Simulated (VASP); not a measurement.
# BP (F-43m) in VASP: G0W0 quasiparticle levels with PBE

Aim: the G0W0 quasiparticle levels of BP with PBE.

Everything below comes from runs of VASP 6.6.1. Logs are shortened: lines on timing, memory, paths and dates and some standing lists are left out, and cuts for length are marked.

## Step 1: The cell of the first run

Symmetry: F-43m, No. 216, cubic system. Conventional cell: a = 4.537 Å, b = 4.537 Å, c = 4.537 Å, α = 90.00°, β = 90.00°, γ = 90.00°. Within 2.6 Å of B (site symmetry -43m) lie 4 P at 1.96 Å. Within 2.6 Å of P (site symmetry -43m) lie 4 B at 1.96 Å.

## Step 2: G0W0 quasiparticle levels, PBE

POSCAR

```
BP
1.0
    0.0000000000      2.2683154755      2.2683154755
    2.2683154755      0.0000000000      2.2683154755
    2.2683154755      2.2683154755      0.0000000000
B P
1 1
Direct
    0.0000000000      0.0000000000      0.0000000000
    0.2500000000      0.2500000000      0.2500000000
```

INCAR.step1

```
  ALGO = Normal
  EDIFF = 1E-8
  ENCUT = 500
  GGA = PE
  ISMEAR = 0
  LASPH = T
  LCHARG = F
  LREAL = F
  LWAVE = T
  NELM = 100
  PREC = Accurate
  SIGMA = 0.01
```

INCAR.step2

```
  ALGO = Exact
  EDIFF = 1E-8
  ENCUT = 500
  GGA = PE
  ISMEAR = 0
  ISTART = 1
  LASPH = T
  LCHARG = F
  LOPTICS = T
  LREAL = F
  LWAVE = T
  NBANDS = 41
  NELM = 1
  PREC = Accurate
  SIGMA = 0.01
```

INCAR.step3

```
  ALGO = EVGW0
  EDIFF = 1E-8
  ENCUT = 500
  ENCUTGW = 80.0
  GGA = PE
  ISMEAR = 0
  ISTART = 1
  LASPH = T
  LCHARG = F
  LREAL = F
  LWAVE = F
  NBANDS = 41
  NBANDSGW = 12
  NELMGW = 1
  NOMEGA = 48
  PREC = Accurate
  PRECFOCK = Fast
  SIGMA = 0.01
```

KPOINTS

```
k-points
0
Gamma
  8 8 8
```

Potentials or basis: VASP PAW PBE potentials, release 64 (B_GW, P_GW).

On the command line:

```bash
> cat potpaw_PBE.64/B_GW/POTCAR potpaw_PBE.64/P_GW/POTCAR > POTCAR
> cp INCAR.step1 INCAR
> mpirun -np 1 vasp_std > vasp.out
> cp INCAR.step2 INCAR
> mpirun -np 1 vasp_std > vasp.out
> cp INCAR.step3 INCAR
> mpirun -np 1 vasp_std > vasp.out
```

OUTCAR:

```text
EDIFF = 1E-8
   ENCUT = 500
   ENCUTGW = 80.0
   GGA = PE
   ISMEAR = 0
   ISTART = 1
   LASPH = T
   LREAL = F
   NELMGW = 1
   PREC = Accurate
   PRECFOCK = Fast

 ion  position               nearest neighbor table
   1  0.000  0.000  0.000-   2 1.96   2 1.96   2 1.96   2 1.96
   2  0.250  0.250  0.250-   1 1.96   1 1.96   1 1.96   1 1.96

  LATTYP: Found a face centered cubic cell.
 ALAT       =     4.5366309510

  Lattice vectors:

 A1 = (   0.0000000000,   2.2683154755,   2.2683154755)
 A2 = (   2.2683154755,   0.0000000000,   2.2683154755)
 A3 = (   2.2683154755,   2.2683154755,   0.0000000000)

Analysis of symmetry for initial positions (statically):
=====================================================================
 Subroutine PRICEL returns:
 Original cell was already a primitive cell.

 Routine SETGRP: Setting up the symmetry group for a
 face centered cubic supercell.

 Subroutine GETGRP returns: Found 24 space group operations
 (whereof 24 operations were pure point group operations)
 out of a pool of 48 trial point group operations.

The static configuration has the point symmetry T_d .

Analysis of symmetry for dynamics (positions and initial velocities):
=====================================================================
 Subroutine PRICEL returns:
 Original cell was already a primitive cell.

 Routine SETGRP: Setting up the symmetry group for a
 face centered cubic supercell.

 Subroutine GETGRP returns: Found 24 space group operations
 (whereof 24 operations were pure point group operations)
 out of a pool of 48 trial point group operations.

The dynamic configuration has the point symmetry T_d .

 Subroutine INISYM returns: Found 24 space group operations
 (whereof 24 operations are pure point group operations),
 and found     1 'primitive' translations

----------------------------------------------------------------------------------------

                                     Primitive cell

  volume of cell :      23.3421

  direct lattice vectors                    reciprocal lattice vectors
     0.000000000  2.268315476  2.268315476    -0.220427893  0.220427893  0.220427893
     2.268315476  0.000000000  2.268315476     0.220427893 -0.220427893  0.220427893
     2.268315476  2.268315476  0.000000000     0.220427893  0.220427893 -0.220427893

  length of vectors
     3.207882509  3.207882509  3.207882509     0.381792309  0.381792309  0.381792309

  position of ions in fractional coordinates (direct lattice)
     0.000000000  0.000000000  0.000000000
     0.250000000  0.250000000  0.250000000

  ion indices of the primitive-cell ions
   primitive index   ion index
                 1           1
                 2           2

----------------------------------------------------------------------------------------

 KPOINTS: k-points

Automatic generation of k-mesh.
 Grid dimensions read from file:
 generate k-points for:    8    8    8

 Generating k-lattice:

  Cartesian coordinates                     Fractional coordinates (reciprocal lattice)
    -0.027553487  0.027553487  0.027553487     0.125000000  0.000000000  0.000000000
     0.027553487 -0.027553487  0.027553487     0.000000000  0.125000000  0.000000000
     0.027553487  0.027553487 -0.027553487     0.000000000  0.000000000  0.125000000

  Length of vectors
     0.047724039  0.047724039  0.047724039

  Shift w.r.t. Gamma in fractional coordinates (k-lattice)
     0.000000000  0.000000000  0.000000000

 Subroutine IBZKPT returns following result:
 ===========================================

 Found     29 irreducible k-points:

 Following reciprocal coordinates:
            Coordinates               Weight
  0.000000  0.000000  0.000000      1.000000
  0.125000  0.000000  0.000000      8.000000
  0.250000  0.000000  0.000000      8.000000
  0.375000  0.000000  0.000000      8.000000
  0.500000  0.000000  0.000000      4.000000
  0.125000  0.125000  0.000000      6.000000
[... 16 lines left out ...]
  0.500000  0.250000  0.125000     48.000000
 -0.375000  0.250000  0.125000     24.000000
 [... further k-points ...]
   k-points           NKPTS =     29   k-points in BZ     NKDIM =    512   number of bands    NBANDS=     41
   number of dos      NEDOS =    301   number of ions     NIONS =      2
   total plane-waves  NPLWV =  13824
   dimension x,y,z NGX =    24 NGY =   24 NGZ =   24
   dimension x,y,z NGXF=    48 NGYF=   48 NGZF=   48
   ions per type =               1   1
   NGX,Y,Z   is equivalent  to a cutoff of  12.44, 12.44, 12.44 a.u.
   NGXF,Y,Z  is equivalent  to a cutoff of  24.88, 24.88, 24.88 a.u.
 SYSTEM =  unknown system
   PREC   = accura    normal or accurate (medium, high low for compatibility)
   ISTART =      1    job   : 0-new  1-cont  2-samecut
   ICHARG =      0    charge: 1-file 2-atom 10-const
   ISPIN  =      1    spin polarized calculation?
   LNONCOLLINEAR =      F non collinear calculations
   LSORBIT =      F    spin-orbit coupling
   LASPH  =      T    aspherical Exc in radial PAW
   ENCUT  =  500.0 eV  36.75 Ry    6.06 a.u.   5.85  5.85  5.85*2*pi/ulx,y,z
   NELM   =     60;   NELMIN=  2; NELMDL=  0     # of ELM steps
   EDIFF  = 0.1E-07   stopping-criterion for ELM
   LREAL  =      F    real-space projection
   EDIFFG = 0.1E-06   stopping-criterion for IOM
   NSW    =      0    number of steps for IOM
   IBRION =     -1    ionic relax: 0-MD 1-quasi-New 2-CG
   NFREE  =      0    steps in history (QN), initial steepest desc. (CG)
   ISIF   =      0    stress and relaxation
   ISYM   =      3    0-nonsym 1-usesym 2-fastsym
   POTIM  = 0.5000    time-step for ionic-motion
   TEBEG  =    0.0;   TEEND  =   0.0 temperature during run
   PSTRESS=    0.0 pullay stress
   NELECT =       8.0000    total number of electrons
   NUPDOWN=      -1.0000    fix difference up-down
   EMIN   =  10.00;   EMAX   =-10.00  energy-range for DOS
   EFERMI =   0.00;   METHOD = LEGACY
   ISMEAR =     0;   SIGMA  =   0.01  broadening in eV -4-tet -1-fermi 0-gaus
   EFERMI_NEDOS =   21; number of points for ismear=-14 and -15
   IALGO  =     38    algorithm
   IMIX   =      4    mixing-type and parameters
     AMIX     =   0.40;   BMIX     =  1.00
     AMIX_MAG =   1.60;   BMIX_MAG =  1.00
  volume/ion in A,a.u.               =      11.67        78.76
  Fermi-wavevector in a.u.,A,eV,Ry     =   1.145666  2.164995 17.858336  1.312551
  Thomas-Fermi vector in A             =   2.282354
   LORBIT       =      0    0 simple, 1 ext, 2 COOP (PROOUT), +10 PAW based schemes
   GGA     = PE    functional components
   LHFCALC =     T    Hartree Fock is set to
   PRECFOCK=fast      Normal, Fast or Accurate (Low or Medium for compatibility)
   ENCUT4O =  -1.0   cutoff for four orbital integrals eV
   NKREDX  =     1    reduce k-point grid by
   NKREDY  =     1    reduce k-point grid by
   NKREDZ  =     1    reduce k-point grid by
   AEXX    =    1.0000 exact exchange contribution
   HFSCREEN=    0.0000 screening length (either q_TF or 0.3 A-1)
   HFSCREENC=   0.0000 screening length for correlation (either q_TF or 0.3 A-1)
   ENCUTFOCK=  -1.0 apply spherical cutoff to Coloumb kernel
   IVDW    =     0    specifies the selected vdW correction
   LEPSILON=     F    determine dielectric tensor
   LRPA    =     F    only Hartree local field effects (RPA)
   LRPAFORCE           =     F    calculate RPA forces
   ENCUTGW             =  80.0    cutoff for response function in eV
   ENCUTGWSOFT         =  64.0    soft cutoff for Coulomb kernel in GW response function in eV
   ENCUTLF             =  -1.0    cutoff for local field effects
   NELMGW              =     1    number of iterations in solving QP/BSE equation
   NELMHF              =     1    number of iterations in the inner HF iteration
   NKREDLFX            =     1    NKREDLFY  =   1   NKREDLFZ  =   1
 non-spin polarized calculation
 Gauss-broadening in eV      SIGMA  =   0.01
  energy-cutoff  :      500.00
  volume of cell :       23.34
 maximum number of plane-waves:       609
  NGX = 14; NGY = 14; NGZ = 14
   NGX = 11   NGY = 11   NGZ = 11
 maximum number of plane-waves:        43
 NGX is ok and might be reduce to    14

 QP shifts <psi_nk| G(iteration)W_0 |psi_nk>: iteration 1
 for sc-GW calculations column KS-energies equals QP-energies in previous step
 and V_xc(KS)=  KS-energies - (<T + V_ion + V_H > + <T+V_H+V_ion>^1  + <V_x>^1)

 k-point   1 :       0.0000    0.0000    0.0000
  band No.  KS-energies  QP-energies   sigma(KS)   V_xc(KS)     V^pw_x(r,r')   Z            occupation Imag(sigma)

      1      -8.3264      -8.8757     -12.8472     -12.0620     -20.4892       0.6996       2.0000       1.4302
      2       7.1419       7.0314     -13.4455     -13.3057     -14.8456       0.7903       2.0000       0.0520
      3       7.1419       7.0314     -13.4455     -13.3057     -14.8456       0.7903       2.0000       0.0520
      4       7.1419       7.0314     -13.4455     -13.3057     -14.8456       0.7903       2.0000       0.0520
      5      10.5487      11.2347     -11.2091     -12.0809      -7.1979       0.7869       0.0000      -0.0823
      6      10.5487      11.2347     -11.2091     -12.0809      -7.1979       0.7869       0.0000      -0.0823
      7      10.5487      11.2347     -11.2091     -12.0809      -7.1979       0.7869       0.0000      -0.0823
      8      14.5310      15.3038     -11.7401     -12.7636      -6.2596       0.7551       0.0000      -0.1752
      9      18.6732      18.8367      -9.2612      -9.4690      -3.3837       0.7868       0.0000      -0.3747
     10      19.1665      20.0224     -10.6553     -11.7613      -4.9848       0.7739       0.0000      -0.3211
     11      19.1665      20.0224     -10.6553     -11.7613      -4.9848       0.7739       0.0000      -0.3211
     12      22.8348      23.2312      -9.4437      -9.9539      -2.8270       0.7771       0.0000      -0.8062

 k-point   2 :       0.1250    0.0000    0.0000
  band No.  KS-energies  QP-energies   sigma(KS)   V_xc(KS)     V^pw_x(r,r')   Z            occupation Imag(sigma)
[... 353 lines left out ...]
      1      -4.3400      -4.7603     -13.2532     -12.6703     -19.4873       0.7209       2.0000       0.8155
      2      -1.3112      -1.8283     -12.7036     -11.9872     -17.4942       0.7217       2.0000       0.3897
      3       2.6146       2.2030     -12.9793     -12.4337     -15.9810       0.7544       2.0000       0.1274
      4       4.0263       3.6832     -12.9596     -12.5143     -15.3376       0.7704       2.0000       0.0870
      5      11.3295      11.9237     -10.5863     -11.3404      -6.1738       0.7879       0.0000      -0.0982
      6      12.3415      12.9777     -10.9385     -11.7549      -6.2495       0.7794       0.0000      -0.1159
      7      15.4436      16.2760     -11.3804     -12.4799      -5.7226       0.7570       0.0000      -0.2229
      8      16.9254      17.7032     -11.0449     -12.0785      -4.8958       0.7525       0.0000      -0.3093
      9      17.5594      18.1890     -10.6000     -11.4213      -4.7710       0.7666       0.0000      -0.3098
     10      21.4598      22.2689     -10.8552     -11.9226      -4.1348       0.7580       0.0000      -0.6022
     11      23.9716      24.4037      -9.7009     -10.2621      -3.1462       0.7699       0.0000      -0.6921
     12      24.8367      25.6164     -11.1775     -12.2204      -3.8907       0.7477       0.0000      -0.8977

 [... further k-points ...]
```

Run time: 6.3 min. Hardware: 1 thread of Intel Xeon 8259CL, shared host; peak memory 0.52 GiB.

What came out:

```yaml
Quasiparticle_gap: 1.80 eV
Least_direct_quasiparticle_gap: 4.20 eV
Band_gap_of_the_starting_levels_on_the_mesh: 1.27 eV
Least_direct_gap_of_the_starting_levels_on_the_mesh: 3.41 eV
```

Caveat: bands, screening cutoff and mesh are small and nothing is extrapolated, so the quasiparticle values aren't converged.
